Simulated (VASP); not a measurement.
# KSi2Sb3 (P6/mmm) in VASP: further runs, part 2 of 2

VASP 6.6.1.

**3. Single point, PBE**

This run uses another cell than the first one, of 58.82 Å³/atom.

Input file INCAR:

```
SYSTEM = KSi2Sb3
ALGO = Normal ; EDIFF = 1E-6
ENCUT = 520 ; GGA = PE
ISIF = 2 ; ISMEAR = 0
LASPH = .TRUE. ; LCHARG = .FALSE.
LREAL = .FALSE. ; LWAVE = .FALSE.
NBANDS = 25 ; NELM = 80
PREC = Accurate ; SIGMA = 0.1
```

Input file KPOINTS:

```
k-points
0
G
  3 3 2
  0 0 0
```

Input file POSCAR:

```
KSi2Sb3
1.0
    6.3525724500      0.0000000000      0.0000000000
   -3.1762862300      5.5014891300      0.0000000000
    0.0000000000      0.0000000000     10.0978265800
K Si Sb
1 2 3
Direct
    0.0000000000      0.0000000000      0.0000000000
    0.3333333300      0.6666666700      0.5000000000
    0.6666666700      0.3333333300      0.5000000000
    0.0000000000      0.0000000000      0.5000000000
    0.3333333300      0.6666666700      0.0000000000
    0.6666666700      0.3333333300      0.0000000000
```

Potentials or basis: VASP PAW PBE potentials, release 64 (K_sv, Si, Sb).

Started as:

```console
$ cat potpaw_PBE.64/K_sv/POTCAR potpaw_PBE.64/Si/POTCAR potpaw_PBE.64/Sb/POTCAR > POTCAR
$ mpirun -np 1 vasp_std > vasp.out
```

OUTCAR:

```text
SYSTEM = KSi2Sb3
   EDIFF = 1E-6
   ENCUT = 520
   GGA = PE
   ISIF = 2
   ISMEAR = 0
   LASPH = .TRUE.
   LREAL = .FALSE.
   NELM = 80
   PREC = Accurate

 ion  position               nearest neighbor table
   1  0.000  0.000  0.000-   5 3.67   6 3.67   6 3.67   5 3.67   6 3.67   5 3.67
   2  0.333  0.667  0.500-
   3  0.667  0.333  0.500-
   4  0.000  0.000  0.500-
   5  0.333  0.667  0.000-   6 3.67   1 3.67   6 3.67   1 3.67   1 3.67   6 3.67
   6  0.667  0.333  0.000-   5 3.67   1 3.67   5 3.67   1 3.67   1 3.67   5 3.67

  LATTYP: Found a hexagonal cell.
 ALAT       =     6.3525724500
 C/A-ratio  =     1.5895649612

  Lattice vectors:

 A1 = (   6.3525724500,   0.0000000000,   0.0000000000)
 A2 = (  -3.1762862300,   5.5014891300,   0.0000000000)
 A3 = (   0.0000000000,   0.0000000000,  10.0978265800)

Analysis of symmetry for initial positions (statically):
=====================================================================
 Subroutine PRICEL returns:
 Original cell was already a primitive cell.

[... 158 lines left out ...]

 E-fermi :   0.1847     XC(G=0):  -6.3236

 val. band max:        0.0147138129   @ k =   0.3333   0.3333   0.5000
 cond. band min:       0.2145117348   @ k =   0.3333   0.0000   0.0000
 fundamental gap:      0.1997979219
 Fermi energy:         0.1846719483

 k-point     1 :       0.0000    0.0000    0.0000
  band No.  band energies     occupation
      1     -30.5748      2.00000
      2     -14.0695      2.00000
      3     -14.0695      2.00000
      4     -14.0690      2.00000
      5      -8.8045      2.00000
      6      -8.3429      2.00000
[... 157 lines left out ...]
     24       2.6225      0.00000
     25       4.0241      0.00000

------------------------ aborting loop because EDIFF is reached ----------------------------------------

  FORCE on cell =-STRESS in cart. coord.  units (eV):
  Direction    XX          YY          ZZ          XY          YZ          ZX
  --------------------------------------------------------------------------------------
  -------------------------------------------------------------------------------------
  Total      -14.5233323    -14.5233323     -2.2914838      0.0000000     -0.0000000     -0.0000000
  in kB      -65.9354633    -65.9354635    -10.4032633      0.0000001     -0.0000000     -0.0000000
  external PRESSURE =     -47.4247301 kB  Pullay stress =       0.0000000 kB

 VOLUME and BASIS-vectors are now :
 -----------------------------------------------------------------------------
  energy-cutoff  :      520.00
  volume of cell :      352.90
      direct lattice vectors                 reciprocal lattice vectors
     6.352572450  0.000000000  0.000000000     0.157416544  0.090884484  0.000000000
    -3.176286230  5.501489130  0.000000000     0.000000000  0.181768968  0.000000000
     0.000000000  0.000000000 10.097826580     0.000000000  0.000000000  0.099031212

 POSITION                                       TOTAL-FORCE (eV/Angst)
 -----------------------------------------------------------------------------------
      0.00000      0.00000      0.00000        -0.000000      0.000000      0.000000
     -0.00000      3.66766      5.04891        -0.000000      0.000000     -0.000000
      3.17629      1.83383      5.04891         0.000000     -0.000000      0.000000
      0.00000      0.00000      5.04891        -0.000000      0.000000      0.000000
     -0.00000      3.66766      0.00000         0.000000     -0.000000     -0.000000
      3.17629      1.83383      0.00000        -0.000000      0.000000      0.000000
 -----------------------------------------------------------------------------------
    total drift:                                0.000000     -0.000000     -0.000000

  FREE ENERGIE OF THE ION-ELECTRON SYSTEM (eV)
  ---------------------------------------------------
  free  energy   TOTEN  =       -16.0765741881 eV

  energy  without entropy=      -16.0582372721  energy(sigma->0) =      -16.06740573
```

OSZICAR:

```text
N       E                     dE             d eps       ncg     rms          rms(c)
DAV:   1     0.154020710827E+03    0.15402E+03   -0.10256E+04   300   0.966E+02
DAV:   2    -0.170407405009E+01   -0.15572E+03   -0.14763E+03   386   0.175E+02
DAV:   3    -0.153610483612E+02   -0.13657E+02   -0.13395E+02   399   0.511E+01
DAV:   4    -0.162841983144E+02   -0.92315E+00   -0.92074E+00   535   0.102E+01
DAV:   5    -0.162917967894E+02   -0.75985E-02   -0.75962E-02   408   0.105E+00    0.381E+00
DAV:   6    -0.161251078881E+02    0.16669E+00   -0.21125E-01   317   0.184E+00    0.235E+00
DAV:   7    -0.160867330088E+02    0.38375E-01   -0.16975E-01   325   0.127E+00    0.161E+00
DAV:   8    -0.160776284507E+02    0.91046E-02   -0.66076E-02   321   0.977E-01    0.419E-01
DAV:   9    -0.160751298296E+02    0.24986E-02   -0.17901E-02   347   0.418E-01    0.192E-01
DAV:  10    -0.160760124322E+02   -0.88260E-03   -0.31817E-03   354   0.212E-01    0.754E-02
DAV:  11    -0.160764442087E+02   -0.43178E-03   -0.66496E-04   329   0.981E-02    0.308E-02
DAV:  12    -0.160765561486E+02   -0.11194E-03   -0.24145E-04   368   0.626E-02    0.994E-03
DAV:  13    -0.160765720078E+02   -0.15859E-04   -0.33316E-05   388   0.216E-02    0.426E-03
DAV:  14    -0.160765740439E+02   -0.20361E-05   -0.44010E-06   292   0.832E-03    0.217E-03
DAV:  15    -0.160765741881E+02   -0.14420E-06   -0.58327E-07   169   0.296E-03
   1 F= -.16076574E+02 E0= -.16067406E+02  d E =-.183369E-01
```

stdout:

```text
POSCAR found type information on POSCAR K SiSb
 POSCAR found :  3 types and       6 ions
 scaLAPACK will be used
 LDA part: xc-table for (Slater+PW92), standard interpolation
 POSCAR, INCAR and KPOINTS ok, starting setup
 FFT: planning ... GRIDC
 FFT: planning ... GRID_SOFT
 FFT: planning ... GRID
 WAVECAR not read
 entering main loop
```

Run time: 2.3 min. Hardware: 1 thread of Intel Xeon 8259CL, shared host; peak memory 0.47 GiB.

Results:

```yaml
Free_energy: -16.0766 eV
Pressure: -4.7 GPa
Band_gap_on_the_k_mesh: zero (bands 16 and 17 overlap by 1.02 eV)
```

Stress tensor (GPa, compression positive):
```
-6.59  0.00  0.00
 0.00 -6.59  0.00
 0.00  0.00 -1.04
```

Caveat: the k points lie up to 0.38 Å⁻¹ apart, too coarse for converged energies and pressures of a metal; spin-orbit coupling is left out, which moves the levels of the heavy elements.

**4. Single point, PBE**

This run uses another cell than the first one, of 26.66 Å³/atom.

Input file INCAR:

```
SYSTEM = KSi2Sb3
PREC     = Accurate       ! precision mode
ENCUT    = 520            ! plane-wave cutoff, eV
EDIFF    = 1E-7           ! SCF threshold, eV
ISMEAR   = 0              ! smearing method
SIGMA    = 0.1            ! smearing width, eV
LREAL    = .False.        ! projectors in reciprocal space
LASPH    = .True.         ! aspherical terms in the spheres
NELM     = 100            ! most SCF steps
ALGO     = Normal         ! electronic algorithm
ISIF     = 2              ! what is computed and relaxed
LWAVE    = .False.        ! write WAVECAR
LCHARG   = .False.        ! write CHGCAR
GGA      = PE             ! functional
NBANDS   = 25             ! bands
```

Input file KPOINTS:

```
regular mesh
0
Gamma
  6 6 4
  0 0 0
```

Input file POSCAR:

```
KSi2Sb3
1.0
    5.4510757622      0.0000000000      0.0000000000
   -2.7255378811      4.7207700880      0.0000000000
    0.0000000000      0.0000000000      6.2158876181
K Si Sb
1 2 3
Direct
    0.0000000000      0.0000000000      0.0000000000
    0.3333333333      0.6666666667      0.5000000000
    0.6666666667      0.3333333333      0.5000000000
    0.0000000000      0.0000000000      0.5000000000
    0.3333333333      0.6666666667      0.0000000000
    0.6666666667      0.3333333333      0.0000000000
```

Started as:

```console
$ cat potpaw_PBE.64/K_sv/POTCAR potpaw_PBE.64/Si/POTCAR potpaw_PBE.64/Sb/POTCAR > POTCAR
$ mpirun -np 1 vasp_std > vasp.out
```

Run time: 2.8 min. Hardware: 1 thread of Intel Xeon 8259CL, shared host; peak memory 0.32 GiB.

It converged, with:

- Free energy: -21.1288 eV
- Pressure: 0.3 GPa
- Band gap on the k mesh: zero (bands 16 and 17 overlap by 1.67 eV)

Levels at points of the mesh, in eV from the Fermi level:
| k point | band 12 | band 13 | band 14 | band 15 | band 16 | band 17 | band 18 | band 19 | band 20 | band 21 |
| --- | --- | --- | --- | --- | --- | --- | --- | --- | --- | --- |
| (0.00, 0.00, 0.00) | -3.49 | -2.31 | -2.31 | -1.29 | -1.11 | -1.11 | 0.69 | 1.44 | 1.44 | 3.83 |
| (0.50, 0.00, 0.00) | -2.72 | -2.33 | -1.89 | -0.19 | 0.49 | 1.27 | 1.28 | 2.19 | 2.52 | 2.57 |
| (0.00, 0.00, 0.50) | -2.29 | -2.29 | -1.92 | -1.74 | -1.74 | -1.10 | 0.90 | 0.90 | 1.08 | 2.03 |
| (0.50, 0.00, 0.50) | -2.45 | -0.71 | -0.67 | 0.12 | 0.48 | 0.83 | 1.07 | 1.48 | 1.61 | 1.72 |

Caveat: spin-orbit coupling is left out, which moves the levels of the heavy elements.

**5. Relaxation of cell and atoms, PBE**

This run uses another cell than the first one, of 58.82 Å³/atom.

Input file INCAR:

```
SYSTEM = KSi2Sb3
PREC = Accurate
ENCUT = 600
EDIFF = 1E-6
ISMEAR = 0
SIGMA = 0.1
LREAL = .FALSE.
LASPH = .TRUE.
NELM = 60
ALGO = Normal
ISIF = 3
LWAVE = .FALSE.
LCHARG = .FALSE.
GGA = PE
IBRION = 2
NSW = 90
EDIFFG = -0.04
```

Input file KPOINTS:

```
Automatic mesh
0
G
  3 3 2
  0 0 0
```

Input file POSCAR:

```
KSi2Sb3
1.0
    6.3525724500      0.0000000000      0.0000000000
   -3.1762862300      5.5014891300      0.0000000000
    0.0000000000      0.0000000000     10.0978265800
K Si Sb
1 2 3
Direct
    0.0000000000      0.0000000000      0.0000000000
    0.3333333300      0.6666666700      0.5000000000
    0.6666666700      0.3333333300      0.5000000000
    0.0000000000      0.0000000000      0.5000000000
    0.3333333300      0.6666666700      0.0000000000
    0.6666666700      0.3333333300      0.0000000000
```

Started as:

```console
$ cat potpaw_PBE.64/K_sv/POTCAR potpaw_PBE.64/Si/POTCAR potpaw_PBE.64/Sb/POTCAR > POTCAR
$ mpirun -np 1 vasp_std > vasp.out
```

It took 26 min on 1 thread of Intel Xeon 8259CL, shared host; peak memory 0.63 GiB.

The run converged. Its results:

```
Free energy                           : -20.6507 eV
Relaxed volume                        : 27.82 Å³/atom
Relaxed cell                          : a = 5.474 Å, b = 5.474 Å, c = 6.432 Å, α = 90.00°, β = 90.00°, γ = 120.00°
Space group after relaxing (to 0.1 Å) : P6/mmm (No. 191)
Energy gained by relaxing             : 762.3 meV/atom
Ionic steps                           : 12
Pressure after relaxing               : 0.0 GPa
Band gap on the k mesh                : zero (bands 16 and 17 overlap by 1.54 eV)
```

Step by step:
| step | energy change (eV) | largest force (eV/Å) | pressure (GPa) | volume (Å³) |
| --- | --- | --- | --- | --- |
| 1 | 0.0000 | 0.0000 | -4.74 | 352.90 |
| 2 | -2.6568 | 0.0000 | -2.21 | 270.27 |
| 3 | -2.8225 | 0.0000 | -0.58 | 253.54 |
| 4 | -2.8246 | 0.0000 | -0.30 | 251.25 |
| 5 | -2.8564 | 0.0000 | -0.36 | 247.32 |
| 6 | -2.9749 | 0.0000 | -0.55 | 235.53 |
| 7 | -3.3438 | 0.0000 | -0.89 | 211.86 |
| 8 | -4.5680 | 0.0000 | 0.68 | 164.14 |
| 9 | -4.5124 | 0.0000 | -0.32 | 171.15 |
| 10 | -4.5698 | 0.0000 | 0.38 | 165.90 |
| 11 | -4.4325 | 0.0000 | -1.74 | 173.19 |
| 12 | -4.5740 | 0.0000 | 0.01 | 166.95 |

Final structure:
```xyz
6
Lattice="5.4745 0.0000 0.0000 -2.7372 4.7411 0.0000 0.0000 0.0000 6.4322" Properties=species:S:1:pos:R:3 pbc="T T T"
K     0.0000    0.0000    0.0000
Si    0.0000    3.1607    3.2161
Si    2.7372    1.5804    3.2161
Sb    0.0000    0.0000    3.2161
Sb    0.0000    3.1607    0.0000
Sb    2.7372    1.5804    6.4322
```

Levels at points of the mesh, in eV from the Fermi level:
```tsv
k point	band 12	band 13	band 14	band 15	band 16	band 17	band 18	band 19	band 20
(0.00, 0.00, 0.00)	-3.47	-2.27	-2.27	-1.25	-1.25	-1.15	0.54	1.26	1.26
(0.00, 0.00, 0.50)	-2.24	-2.24	-2.03	-1.73	-1.73	-1.42	0.82	0.82	1.02
```

Caveat: the k points lie up to 0.49 Å⁻¹ apart in the final cell, too coarse for converged energies and pressures of a metal; the volume moved by over 15 % at a fixed basis, so the end points are rough; spin-orbit coupling is left out, which moves the levels of the heavy elements.

**6. Overview**

```csv
task,cell,k mesh,cutoff (eV),gap on the mesh (eV),pressure (GPa)
single point,"a = 5.477, b = 5.477, c = 6.449 Å, angles 90.0, 90.0, 120.0°, 6 atoms",3 × 3 × 2,520,none,-0.1
single point,"a = 6.353, b = 6.353, c = 10.098 Å, angles 90.0, 90.0, 120.0°, 6 atoms",3 × 3 × 2,520,none,-4.7
single point,"a = 5.451, b = 5.451, c = 6.216 Å, angles 90.0, 90.0, 120.0°, 6 atoms",6 × 6 × 4,520,none,0.3
relaxation of cell and atoms,"relaxed from a = 6.353, b = 6.353, c = 10.098 Å, angles 90.0, 90.0, 120.0°, 6 atoms",3 × 3 × 2,600,none,0.0
```

Alike in all rows: level PBE; potentials or basis VASP PAW PBE potentials, release 64 (K_sv, Si, Sb); no spin polarisation; smearing gaussian 0.1 eV.

Caveats: some runs use coarse meshes; spin-orbit coupling is left out, which moves the levels of the heavy elements; the volume moved by over 15 % at a fixed basis, so the end points are rough (at least some runs).

Total energies depend on the potentials used, so only differences within one code and one set of settings carry meaning.
